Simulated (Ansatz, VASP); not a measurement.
Two plane-wave programs on HgTe

```xyz
2
Lattice="0.0000 3.0771 3.0771 3.0771 0.0000 3.0771 3.0771 3.0771 0.0000" Properties=species:S:1:pos:R:3 pbc="T T T"
Hg    0.0000    0.0000   -0.5000
Te    3.0771    3.0771    3.0771
```

Change from the starting cell: all Hg atoms moved -0.500 Å, as atom 1 along Cartesian [0 0 1].

Alike in both runs: task single point; functional PBE; k mesh 14 × 14 × 14; occupations gaussian, width 0.15 eV; no spin polarisation.

|  | VASP | Ansatz |
| --- | --- | --- |
| version | VASP 6.6.1 | Ansatz 0.2.0 |
| potentials or method | VASP PAW PBE potentials, release 64 (Hg, Te), cutoff 520 eV | scalar-relativistic, plane waves, PAW |
| valence electrons in the cell | 18 | 36 |

```tsv
	VASP	Ansatz	Ansatz less VASP
gap on the k mesh at the Fermi level (eV)	none	none	-
pressure (GPa)	4.8	4.6	-0.15
traceless stress, the component that is largest in VASP (GPa)	10.02	9.85	-0.165
rms of the force components (eV/Å)	1.082	1.062	-0.0196
```

Atom by atom the forces differ by 0.020 eV/Å (rms over components). A gap of «none» marks a metal or a gap that the smearing closes. The functional is the same, so the differences come from potentials, cutoffs and numerics. VASP's potentials hold 18 valence electrons a cell and Ansatz's 36, so a difference there can come from the potentials and not from the codes.

Spin-orbit coupling is off throughout.
